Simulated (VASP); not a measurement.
Write the native input for VASP 6.6.1 that does the following.

| Quantity | Value |
| --- | --- |
| Task | single point |
| Functional | PBE |
| Potentials or basis | VASP PAW PBE potentials, release 64 (Na_pv, H) |
| Cutoff | 520 eV |
| k mesh | 8 × 8 × 8 |
| Occupations | gaussian, width 0.02 eV |
| Spin | no spin polarisation |
| Dipole correction | no |
| Further INCAR settings | ALGO = Normal; EDIFF = 1e-07; NBANDS = 11 |

The structure of NaH lies in POSCAR:

```
NaH
1.0
    0.0000000000      2.4157897303      2.4157897303
    2.4157897303      0.0000000000      2.4157897303
    2.4157897303      2.4157897303      0.0000000000
Na H
1 1
Direct
    0.5000000000      0.5000000000      0.5000000000
    0.0000000000      0.0000000000      0.0000000000
```

These files were run (other wordings do the same):

INCAR

```
PREC = Accurate
ENCUT = 520
EDIFF = 1E-7
ISMEAR = 0
SIGMA = 0.02
LREAL = F
LASPH = T
NELM = 100
ALGO = Normal
ISIF = 2
LWAVE = F
LCHARG = F
GGA = PE
NBANDS = 11
```

KPOINTS

```
Automatic mesh
0
Gamma
  8 8 8
```

Potentials or basis: VASP PAW PBE potentials, release 64 (Na_pv, H).

Launch:

```console
$ cat potpaw_PBE.64/Na_pv/POTCAR potpaw_PBE.64/H/POTCAR > POTCAR
$ mpirun -np 1 vasp_std > vasp.out
```

It gave:

The pressure is 0.0 GPa and the band gap on the k mesh is 3.76 eV, indirect (least direct gap 4.62 eV).

It took 18 s on 1 thread of AMD EPYC 7R43 64-Core Processor (Zen 3), on a shared host, peak memory 0.11 GiB.
